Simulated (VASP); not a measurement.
# InSb (F-43m) in VASP: single point with r2SCAN

Aim: the single point of InSb with r2SCAN.

All numbers are computed with VASP 6.6.1; they aren't measurements. Logs are shortened: lines on timing, memory, paths and dates and some standing lists are left out, and cuts for length are marked.

## 1. The cell of the first run

Symmetry: F-43m, No. 216, cubic system. Conventional cell: a = 6.479 Å, b = 6.479 Å, c = 6.479 Å, α = 90.00°, β = 90.00°, γ = 90.00°. In (site symmetry -43m) has 4 Sb at 2.81 Å within 3.7 Å. Sb (site symmetry -43m) has 4 In at 2.81 Å within 3.7 Å.

## 2. Single point, r2SCAN, non-collinear spin, zero start, spin-orbit coupling

Contents of POSCAR:

```
InSb
1.0
    0.0000000000      3.2397000000      3.2397000000
    3.2397000000      0.0000000000      3.2397000000
    3.2397000000      3.2397000000      0.0000000000
In Sb
1 1
Direct
    0.0000000000      0.0000000000      0.0000000000
    0.2500000000      0.2500000000      0.2500000000
```

Contents of INCAR.step1:

```
PREC = Accurate
ENCUT = 520
ISMEAR = 0
SIGMA = 0.01
LREAL = F
LASPH = T
NELM = 150
MAGMOM = 0 0 0 0 0 0
LSORBIT = T
GGA_COMPAT = F
NBANDS = 30
GGA = PE
ALGO = Normal
EDIFF = 1E-4
LWAVE = T
LCHARG = F
```

Contents of INCAR.step2:

```
PREC = Accurate
ENCUT = 520
EDIFF = 1E-6
ISMEAR = 0
SIGMA = 0.01
LREAL = F
LASPH = T
NELM = 150
ALGO = Normal
ISIF = 2
LWAVE = F
LCHARG = F
MAGMOM = 0 0 0 0 0 0
LORBIT = 11
LSORBIT = T
GGA_COMPAT = F
LORBMOM = T
METAGGA = R2SCAN
LMIXTAU = T
NBANDS = 30
ISTART = 1
```

Contents of KPOINTS:

```
Automatic mesh
0
Gamma
  10 10 10
```

Potentials or basis: VASP PAW PBE potentials, release 64 (In_d, Sb).

Command:

```
$ cat potpaw_PBE.64/In_d/POTCAR potpaw_PBE.64/Sb/POTCAR > POTCAR
$ cp INCAR.step1 INCAR
$ mpirun -np 1 vasp_ncl > vasp.out
$ cp INCAR.step2 INCAR
$ mpirun -np 1 vasp_ncl > vasp.out
```

OUTCAR:

```text
PREC = Accurate
   ENCUT = 520
   EDIFF = 1E-6
   ISMEAR = 0
   LREAL = F
   LASPH = T
   NELM = 150
   ISIF = 2
   LORBIT = 11
   LSORBIT = T
   METAGGA = R2SCAN
   ISTART = 1

 ion  position               nearest neighbor table
   1  0.000  0.000  0.000-   2 2.81   2 2.81   2 2.81   2 2.81
   2  0.250  0.250  0.250-   1 2.81   1 2.81   1 2.81   1 2.81

  LATTYP: Found a face centered cubic cell.
 ALAT       =     6.4794000000

  Lattice vectors:

 A1 = (   0.0000000000,   3.2397000000,   3.2397000000)
 A2 = (   3.2397000000,   0.0000000000,   3.2397000000)
 A3 = (   3.2397000000,   3.2397000000,   0.0000000000)

Analysis of symmetry for initial positions (statically):
=====================================================================
 Subroutine PRICEL returns:
 Original cell was already a primitive cell.

 Routine SETGRP: Setting up the symmetry group for a
 face centered cubic supercell.

 Subroutine GETGRP returns: Found 24 space group operations
 (whereof 24 operations were pure point group operations)
 out of a pool of 48 trial point group operations.

The static configuration has the point symmetry T_d .

Analysis of symmetry for dynamics (positions and initial velocities):
=====================================================================
 Subroutine PRICEL returns:
 Original cell was already a primitive cell.

 Routine SETGRP: Setting up the symmetry group for a
 face centered cubic supercell.

 Subroutine GETGRP returns: Found 24 space group operations
 (whereof 24 operations were pure point group operations)
 out of a pool of 48 trial point group operations.

The dynamic configuration has the point symmetry T_d .

Analysis of structural, dynamic, and magnetic symmetry:
=====================================================================
 Subroutine PRICEL returns:
 Original cell was already a primitive cell.

 Routine SETGRP: Setting up the symmetry group for a
 face centered cubic supercell.

 Subroutine GETGRP returns: Found 24 space group operations
 (whereof 24 operations were pure point group operations)
 out of a pool of 48 trial point group operations.

The overall configuration has the point symmetry T_d .

 Subroutine INISYM returns: Found 24 space group operations
 (whereof 24 operations are pure point group operations),
 and found     1 'primitive' translations

----------------------------------------------------------------------------------------

                                     Primitive cell

  volume of cell :      68.0056

  direct lattice vectors                    reciprocal lattice vectors
     0.000000000  3.239700000  3.239700000    -0.154335278  0.154335278  0.154335278
     3.239700000  0.000000000  3.239700000     0.154335278 -0.154335278  0.154335278
     3.239700000  3.239700000  0.000000000     0.154335278  0.154335278 -0.154335278

  length of vectors
     4.581627678  4.581627678  4.581627678     0.267316543  0.267316543  0.267316543

  position of ions in fractional coordinates (direct lattice)
     0.000000000  0.000000000  0.000000000
     0.250000000  0.250000000  0.250000000

  ion indices of the primitive-cell ions
   primitive index   ion index
                 1           1
                 2           2

----------------------------------------------------------------------------------------

 KPOINTS: Automatic mesh

Automatic generation of k-mesh.
 Grid dimensions read from file:
 generate k-points for:   10   10   10

 Generating k-lattice:

  Cartesian coordinates                     Fractional coordinates (reciprocal lattice)
[... 97 lines left out ...]

 number of electron      17.9999993 magnetization      -0.0000000     -0.0000000      0.0000000

 number of electron      17.9999993 magnetization       0.0000000     -0.0000000      0.0000000

 number of electron      17.9999993 magnetization      -0.0000000     -0.0000000     -0.0000000

 number of electron      17.9999993 magnetization       0.0000000      0.0000000      0.0000000

 Free energy of the ion-electron system (eV)
  ---------------------------------------------------
  ext. energy  EPLUGINS =         0.00000000
  ---------------------------------------------------
  free energy    TOTEN  =       -48.84972088 eV

  energy without entropy =      -48.84970741  energy(sigma->0) =      -48.84971415

 E-fermi :   5.1593     XC(G=0):  -9.2410

 val. band max:        5.1534597467   @ k =   0.0000   0.0000   0.0000
 cond. band min:       5.1610275321   @ k =   0.0000   0.0000   0.0000
 fundamental gap:      0.0075677854
 Fermi energy:         5.1593395566

 k-point     1 :       0.0000    0.0000    0.0000
  band No.  band energies     occupation
      1     -10.6450      1.00000
      2     -10.6450      1.00000
      3     -10.6450      1.00000
      4     -10.6450      1.00000
      5      -9.8370      1.00000
      6      -9.8370      1.00000
[... 781 lines left out ...]
     29      12.6511      0.00000
     30      12.6875      0.00000

 [... further k-points ...]

------------------------ aborting loop because EDIFF is reached ----------------------------------------

  FORCE on cell =-STRESS in cart. coord.  units (eV):
  Direction    XX          YY          ZZ          XY          YZ          ZX
  --------------------------------------------------------------------------------------
  -------------------------------------------------------------------------------------
  Total        0.7107221      0.7107221      0.7107221      0.0000000      0.0000000     -0.0000000
  in kB       16.7442625     16.7442625     16.7442625      0.0000000      0.0000000     -0.0000000
  external PRESSURE =      16.7442625 kB  Pullay stress =       0.0000000 kB

 VOLUME and BASIS-vectors are now :
 -----------------------------------------------------------------------------
  energy-cutoff  :      520.00
  volume of cell :       68.01
      direct lattice vectors                 reciprocal lattice vectors
     0.000000000  3.239700000  3.239700000    -0.154335278  0.154335278  0.154335278
     3.239700000  0.000000000  3.239700000     0.154335278 -0.154335278  0.154335278
     3.239700000  3.239700000  0.000000000     0.154335278  0.154335278 -0.154335278

 POSITION                                       TOTAL-FORCE (eV/Angst)
 -----------------------------------------------------------------------------------
      0.00000      0.00000      0.00000         0.000000      0.000000      0.000000
      1.61985      1.61985      1.61985        -0.000000     -0.000000     -0.000000
 -----------------------------------------------------------------------------------
    total drift:                                0.000000      0.000000      0.000000

  FREE ENERGIE OF THE ION-ELECTRON SYSTEM (eV)
  ---------------------------------------------------
  free  energy   TOTEN  =       -48.8497208807 eV

  energy  without entropy=      -48.8497074117  energy(sigma->0) =      -48.84971415

 orbital moment (x)

 # of ion     p       d       tot
 ----------------------------------------
  1        -0.000  -0.000  -0.000
  2         0.000   0.000   0.000
 ----------------------------------------
           -0.000  -0.000  -0.000

 orbital moment (y)

 # of ion     p       d       tot
 ----------------------------------------
  1        -0.000   0.000  -0.000
  2         0.000  -0.000   0.000
 ----------------------------------------
           -0.000   0.000  -0.000

 orbital moment (z)

 # of ion     p       d       tot
 ----------------------------------------
  1         0.000   0.000   0.000
  2         0.000   0.000   0.000
 ----------------------------------------
            0.000   0.000   0.000

 Spin-Orbit-Coupling matrix elements

 Ion:    1  E_soc:     -0.0719940
 l=   1
     0.0000000    -0.0057815    -0.0057815
    -0.0057815     0.0000000    -0.0057815
    -0.0057815    -0.0057815     0.0000000
 l=   2
     0.0000000    -0.0012394     0.0000000    -0.0012394    -0.0049781
    -0.0012394     0.0000000    -0.0037335    -0.0012394    -0.0012445
     0.0000000    -0.0037335     0.0000000    -0.0037335     0.0000000
    -0.0012394    -0.0012394    -0.0037335     0.0000000    -0.0012445
    -0.0049781    -0.0012445     0.0000000    -0.0012445     0.0000000
 l=   3
     0.0000000     0.0000000     0.0000000     0.0000000     0.0000000     0.0000000     0.0000000
     0.0000000     0.0000000     0.0000000     0.0000000     0.0000000     0.0000000     0.0000000
     0.0000000     0.0000000     0.0000000     0.0000000     0.0000000     0.0000000     0.0000000
     0.0000000     0.0000000     0.0000000     0.0000000     0.0000000     0.0000000     0.0000000
     0.0000000     0.0000000     0.0000000     0.0000000     0.0000000     0.0000000     0.0000000
     0.0000000     0.0000000     0.0000000     0.0000000     0.0000000     0.0000000     0.0000000
     0.0000000     0.0000000     0.0000000     0.0000000     0.0000000     0.0000000     0.0000000

 Ion:    2  E_soc:     -0.1200133
 l=   1
     0.0000000    -0.0199119    -0.0199119
    -0.0199119     0.0000000    -0.0199119
    -0.0199119    -0.0199119     0.0000000
 l=   2
     0.0000000    -0.0000346     0.0000000    -0.0000346    -0.0000557
    -0.0000346     0.0000000    -0.0000417    -0.0000346    -0.0000139
     0.0000000    -0.0000417     0.0000000    -0.0000417     0.0000000
    -0.0000346    -0.0000346    -0.0000417     0.0000000    -0.0000139
    -0.0000557    -0.0000139     0.0000000    -0.0000139     0.0000000
 l=   3
     0.0000000     0.0000000     0.0000000     0.0000000     0.0000000     0.0000000     0.0000000
     0.0000000     0.0000000     0.0000000     0.0000000     0.0000000     0.0000000     0.0000000
     0.0000000     0.0000000     0.0000000     0.0000000     0.0000000     0.0000000     0.0000000
     0.0000000     0.0000000     0.0000000     0.0000000     0.0000000     0.0000000     0.0000000
     0.0000000     0.0000000     0.0000000     0.0000000     0.0000000     0.0000000     0.0000000
     0.0000000     0.0000000     0.0000000     0.0000000     0.0000000     0.0000000     0.0000000
     0.0000000     0.0000000     0.0000000     0.0000000     0.0000000     0.0000000     0.0000000

 total charge

# of ion       s       p       d       tot
------------------------------------------
    1        0.859   0.754   9.865  11.478
    2        1.110   1.363   0.021   2.493
--------------------------------------------------
tot          1.969   2.116   9.886  13.971

 magnetization (x)

# of ion       s       p       d       tot
------------------------------------------
    1        0.000   0.000   0.000   0.000
    2        0.000   0.000   0.000   0.000
--------------------------------------------------
tot          0.000   0.000   0.000   0.000

 magnetization (y)

# of ion       s       p       d       tot
------------------------------------------
    1        0.000  -0.000   0.000  -0.000
    2        0.000   0.000  -0.000   0.000
--------------------------------------------------
tot          0.000  -0.000  -0.000  -0.000

 magnetization (z)

# of ion       s       p       d       tot
------------------------------------------
    1        0.000  -0.000  -0.000  -0.000
    2        0.000   0.000  -0.000   0.000
--------------------------------------------------
tot          0.000   0.000  -0.000   0.000
```

Wall time 19 min (1 thread of AMD EPYC 9R45 (Zen 5), shared host); peak memory 0.56 GiB.

What came out:

```yaml
Free_energy: -48.8497 eV
Pressure: 1.7 GPa
Net_moment: 0.00 μB per cell
Valence_electrons_inside_the_program's_atomic_spheres: In 11.48; Sb 2.49
```

Moments on the atoms (μB; x, y, z):
```
In  0.00 0.00 0.00
Sb  0.00 0.00 0.00
```

Caveat: the PAW data sets were made with another functional, which shifts forces and pressure a little.
